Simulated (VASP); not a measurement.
A run of VASP 6.6.1 is set up as follows.

File INCAR:

```
PREC     = Accurate       # precision mode
ENCUT    = 600            # plane-wave cutoff, eV
EDIFF    = 1E-6           # SCF threshold, eV
ISMEAR   = -1             # smearing method
SIGMA    = 0.05           # smearing width, eV
LREAL    = False          # projectors in reciprocal space
LASPH    = True           # aspherical terms in the spheres
NELM     = 80             # most SCF steps
ALGO     = Normal         # electronic algorithm
ISIF     = 3              # what is computed and relaxed
LWAVE    = False          # write WAVECAR
LCHARG   = False          # write CHGCAR
GGA      = B5             # functional
ALDAX    = 1.0          
AGGAX    = 1.0          
AGGAC    = 1.0          
ALDAC    = 0.0          
IVDW     = 12             # dispersion correction
VDW_S6   = 1.0          
VDW_S8   = 2.6996       
VDW_A1   = 0.4298       
VDW_A2   = 4.2359       
IBRION   = 2              # ionic algorithm
NSW      = 80             # ionic steps
EDIFFG   = -0.005         # ionic threshold
```

KPOINTS

```
regular mesh
0
Gamma
  7 7 7
```

File POSCAR:

```
CdTe
1.0
    0.0000000000      3.2050000000      3.2050000000
    3.2050000000      0.0000000000      3.2050000000
    3.2050000000      3.2050000000      0.0000000000
Te Cd
1 1
Direct
    0.7500000000      0.7500000000      0.7500000000
    0.0000000000      0.0000000000      0.0000000000
```

Potentials or basis: VASP PAW PBE potentials, release 64 (Te, Cd).

The run is started by

```bash
$ cat potpaw_PBE.64/Te/POTCAR potpaw_PBE.64/Cd/POTCAR > POTCAR
$ mpirun -np 1 vasp_std > vasp.out
```

Task: Predict the space group after relaxing (to 0.1 Å).

Result: F-43m (No. 216).

Task: Estimate the relaxed volume.

Result: 34.72 Å³/atom.

Task: What does it give for the dispersion energy per atom?

Result: -0.761 eV.

Task: What does it give for the band gap on the k mesh?

Result: 0.65 eV.

Final structure:
```cif
data_structure
_symmetry_space_group_name_H-M 'P 1'
_symmetry_Int_Tables_number 1
_cell_length_a 4.6134
_cell_length_b 4.6134
_cell_length_c 4.6134
_cell_angle_alpha 60.000
_cell_angle_beta 60.000
_cell_angle_gamma 60.000
_cell_volume 69.43
loop_
_atom_site_label
_atom_site_type_symbol
_atom_site_fract_x
_atom_site_fract_y
_atom_site_fract_z
_atom_site_occupancy
Te1 Te 0.75000 0.75000 0.75000 1
Cd1 Cd 0.00000 0.00000 0.00000 1
```

Caveat: the PAW data sets were made with another functional, which shifts forces and pressure a little; spin-orbit coupling is left out, which moves the levels of the heavy elements. Zero-point motion and thermal expansion aren't in these numbers.
